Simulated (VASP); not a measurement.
# Ge (P6_3/mmc) in VASP: further runs, part 2 of 2

VASP 6.6.1. Earlier steps stand in the parts before.

### Step 4. Relaxation of shape and atoms at fixed volume, PBE (22.43 Å³/atom)

This run uses another cell than the first one, of 22.43 Å³/atom.

The input, INCAR:

```
  ALGO = Normal
  EDIFF = 1E-6
  EDIFFG = -0.01
  ENCUT = 600
  GGA = PE
  IBRION = 2
  ISIF = 4
  ISMEAR = 0
  LASPH = T
  LCHARG = F
  LREAL = F
  LWAVE = F
  NELM = 100
  NSW = 50
  PREC = Accurate
  SIGMA = 0.1
```

The input, KPOINTS:

```
k-points
0
Gamma
  12 12 6
```

The input, POSCAR:

```
Ge
1.0
    3.9738737680      0.0000000000      0.0000000000
   -1.9869368840      3.4414756345      0.0000000000
    0.0000000000      0.0000000000      6.5606603583
Ge
4
Direct
    0.6666666667      0.3333333333      0.0629628726
    0.3333333333      0.6666666667      0.5629628726
    0.6666666667      0.3333333333      0.4370371274
    0.3333333333      0.6666666667      0.9370371274
```

Potentials or basis: VASP PAW PBE potentials, release 64 (Ge_d).

On the command line:

```
$ cat potpaw_PBE.64/Ge_d/POTCAR > POTCAR
$ mpirun -np 1 vasp_std > vasp.out
```

OUTCAR:

```text
EDIFF = 1E-6
   EDIFFG = -0.01
   ENCUT = 600
   GGA = PE
   IBRION = 2
   ISIF = 4
   ISMEAR = 0
   LASPH = T
   LREAL = F
   NELM = 100
   NSW = 50
   PREC = Accurate

 ion  position               nearest neighbor table
   1  0.667  0.333  0.063-   4 2.44   4 2.44   4 2.44   3 2.45
   2  0.333  0.667  0.563-   3 2.44   3 2.44   3 2.44   4 2.45
   3  0.667  0.333  0.437-   2 2.44   2 2.44   2 2.44   1 2.45
   4  0.333  0.667  0.937-   1 2.44   1 2.44   1 2.44   2 2.45

  LATTYP: Found a hexagonal cell.
 ALAT       =     3.9738737680
 C/A-ratio  =     1.6509483545

  Lattice vectors:

 A1 = (   3.9738737680,   0.0000000000,   0.0000000000)
 A2 = (  -1.9869368840,   3.4414756345,   0.0000000000)
 A3 = (   0.0000000000,   0.0000000000,   6.5606603583)

Analysis of symmetry for initial positions (statically):
=====================================================================
 Subroutine PRICEL returns:
 Original cell was already a primitive cell.

 Routine SETGRP: Setting up the symmetry group for a
 hexagonal supercell.

 Subroutine GETGRP returns: Found 24 space group operations
 (whereof 12 operations were pure point group operations)
 out of a pool of 24 trial point group operations.

The static configuration has the point symmetry D_3d.
 The point group associated with its full space group is D_6h.

Analysis of symmetry for dynamics (positions and initial velocities):
=====================================================================
 Subroutine PRICEL returns:
 Original cell was already a primitive cell.

 Routine SETGRP: Setting up the symmetry group for a
 hexagonal supercell.

 Subroutine GETGRP returns: Found 24 space group operations
 (whereof 12 operations were pure point group operations)
 out of a pool of 24 trial point group operations.

The dynamic configuration has the point symmetry D_3d.
 The point group associated with its full space group is D_6h.

 Subroutine INISYM returns: Found 24 space group operations
[... 123 lines left out ...]
  Fermi-wavevector in a.u.,A,eV,Ry     =   1.399057  2.643834 26.631505  1.957360
  Thomas-Fermi vector in A             =   2.522154
   LORBIT       =      0    0 simple, 1 ext, 2 COOP (PROOUT), +10 PAW based schemes
   GGA     = PE    functional components
   LHFCALC =     F    Hartree Fock is set to
   AEXX    =    0.0000 exact exchange contribution
   IVDW    =     0    specifies the selected vdW correction
   LEPSILON=     F    determine dielectric tensor
   LRPA    =     F    only Hartree local field effects (RPA)
 conjugate gradient relaxation of ions
 non-spin polarized calculation
 Gauss-broadening in eV      SIGMA  =   0.10
  energy-cutoff  :      600.00
  volume of cell :       89.72
 maximum number of plane-waves:      3026
 NGX is ok and might be reduce to    32
   NGX = 15   NGY = 15   NGZ = 27

 number of electron      56.0000001 magnetization

 Free energy of the ion-electron system (eV)
  ---------------------------------------------------
  ext. energy  EPLUGINS =         0.00000000
  ---------------------------------------------------
  free energy    TOTEN  =       -17.93157956 eV

  energy without entropy =      -17.93112791  energy(sigma->0) =      -17.93135374

 E-fermi :   5.2062     XC(G=0):  -9.9646

 val. band max:        5.2014835374   @ k =   0.0000   0.0000   0.1667
 cond. band min:       5.2616477243   @ k =   0.0000   0.0000   0.0000
 fundamental gap:      0.0601641869
 Fermi energy:         5.2061992605

 k-point     1 :       0.0000    0.0000    0.0000
  band No.  band energies     occupation
      1     -19.7862      2.00000
      2     -19.7862      2.00000
      3     -19.7467      2.00000
      4     -19.7461      2.00000
      5     -19.7461      2.00000
      6     -19.7336      2.00000
[... 853 lines left out ...]
     32       9.1373      0.00000
     33       9.8318      0.00000

 [... further k-points ...]

------------------------ aborting loop because EDIFF is reached ----------------------------------------

  FORCE on cell =-STRESS in cart. coord.  units (eV):
  Direction    XX          YY          ZZ          XY          YZ          ZX
  --------------------------------------------------------------------------------------
  -------------------------------------------------------------------------------------
  Total        2.3412896      2.3412896      2.3186486      0.0000000      0.0000000      0.0000000
  in kB       41.8080010     41.8080010     41.4037044      0.0000000      0.0000000      0.0000000
  external PRESSURE =      41.6732355 kB  Pullay stress =       0.0000000 kB

 VOLUME and BASIS-vectors are now :
 -----------------------------------------------------------------------------
  energy-cutoff  :      600.00
  volume of cell :       89.72
      direct lattice vectors                 reciprocal lattice vectors
     3.973873768  0.000000000  0.000000000     0.251643625  0.145286515  0.000000000
    -1.986936884  3.441475635  0.000000000     0.000000000  0.290573029  0.000000000
     0.000000000  0.000000000  6.560660358     0.000000000  0.000000000  0.152423681

 POSITION                                       TOTAL-FORCE (eV/Angst)
 -----------------------------------------------------------------------------------
      1.98694      1.14716      0.41308        -0.000000     -0.000000      0.004097
     -0.00000      2.29432      3.69341         0.000000      0.000000      0.004097
      1.98694      1.14716      2.86725        -0.000000      0.000000     -0.004097
     -0.00000      2.29432      6.14758         0.000000      0.000000     -0.004097
 -----------------------------------------------------------------------------------
    total drift:                               -0.000000      0.000000      0.000000

  FREE ENERGIE OF THE ION-ELECTRON SYSTEM (eV)
  ---------------------------------------------------
  free  energy   TOTEN  =       -17.9315795644 eV

  energy  without entropy=      -17.9311279071  energy(sigma->0) =      -17.93135374

 reached required accuracy - stopping structural energy minimisation
```

OSZICAR:

```text
N       E                     dE             d eps       ncg     rms          rms(c)
DAV:   1     0.503234556656E+03    0.50323E+03   -0.31358E+04  5688   0.506E+03
DAV:   2     0.673792578105E+02   -0.43586E+03   -0.42927E+03  5016   0.877E+02
DAV:   3    -0.137489777840E+02   -0.81128E+02   -0.80325E+02  5723   0.225E+02
DAV:   4    -0.180219196471E+02   -0.42729E+01   -0.42625E+01  5644   0.612E+01
DAV:   5    -0.181159520261E+02   -0.94032E-01   -0.93989E-01  5911   0.997E+00    0.461E+00
DAV:   6    -0.179933688642E+02    0.12258E+00   -0.74496E-02  5806   0.224E+00    0.272E+00
DAV:   7    -0.179271726493E+02    0.66196E-01   -0.11569E-01  5399   0.245E+00    0.195E-01
DAV:   8    -0.179307631971E+02   -0.35905E-02   -0.13601E-02  5782   0.115E+00    0.877E-02
DAV:   9    -0.179315134372E+02   -0.75024E-03   -0.81007E-04  5560   0.142E-01    0.229E-02
DAV:  10    -0.179315687829E+02   -0.55346E-04   -0.80794E-05  5945   0.850E-02    0.831E-03
DAV:  11    -0.179315789669E+02   -0.10184E-04   -0.22041E-05  4332   0.277E-02    0.306E-03
DAV:  12    -0.179315795644E+02   -0.59753E-06   -0.20208E-06  4171   0.183E-02
   1 F= -.17931580E+02 E0= -.17931354E+02  d E =-.179316E+02
```

Wall time 1.9 min (1 thread of AMD EPYC 9R45 (Zen 5), shared host); peak memory 0.31 GiB.

What came out:

| Item | Value |
| --- | --- |
| Free energy | -17.9316 eV |
| Pressure after relaxing | 4.2 GPa |
| Largest force after relaxing | 0.004 eV/Å |
| Band gap on the k mesh | zero (bands 28 and 29 overlap by 0.06 eV) |

Forces on the atoms (eV/Å):
```
Ge   0.000  0.000  0.004
Ge   0.000  0.000  0.004
Ge   0.000  0.000 -0.004
Ge   0.000  0.000 -0.004
```

Final structure:
```yaml
crystal:
  lattice:
    - [3.97387, 0.00000, 0.00000]
    - [-1.98694, 3.44148, 0.00000]
    - [0.00000, 0.00000, 6.56066]
  atoms:
    - { symbol: Ge, position: [0.66667, 0.33333, 0.06296] }
    - { symbol: Ge, position: [0.33333, 0.66667, 0.56296] }
    - { symbol: Ge, position: [0.66667, 0.33333, 0.43704] }
    - { symbol: Ge, position: [0.33333, 0.66667, 0.93704] }
```

Caveat: the relaxation stopped at its first step, so nothing moved; semilocal functionals underestimate gaps, so a narrow gap can read as zero.

### Step 5. The runs side by side

| task | cell | k mesh | cutoff (eV) | gap on the mesh (eV) | pressure (GPa) |
| --- | --- | --- | --- | --- | --- |
| single point | a = 4.058, b = 4.058, c = 6.693 Å, angles 90.0, 90.0, 120.0°, 4 atoms | 12 × 12 × 8 | 520 | none | 0.0 |
| relaxation of shape and atoms at fixed volume | relaxed from a = 3.931, b = 3.931, c = 6.490 Å, angles 90.0, 90.0, 120.0°, 4 atoms | 12 × 12 × 6 | 600 | none | 7.0 |
| relaxation of shape and atoms at fixed volume | relaxed from a = 3.974, b = 3.974, c = 6.561 Å, angles 90.0, 90.0, 120.0°, 4 atoms | 12 × 12 × 6 | 600 | none | 4.2 |

Alike in all rows: level PBE; potentials or basis VASP PAW PBE potentials, release 64 (Ge_d); no spin polarisation; smearing gaussian 0.1 eV.

Caveats: semilocal functionals underestimate gaps, so a narrow gap can read as zero; the relaxation stopped at its first step, so nothing moved (at least some runs).

Absolute energies hang on the potentials; compare differences alone.
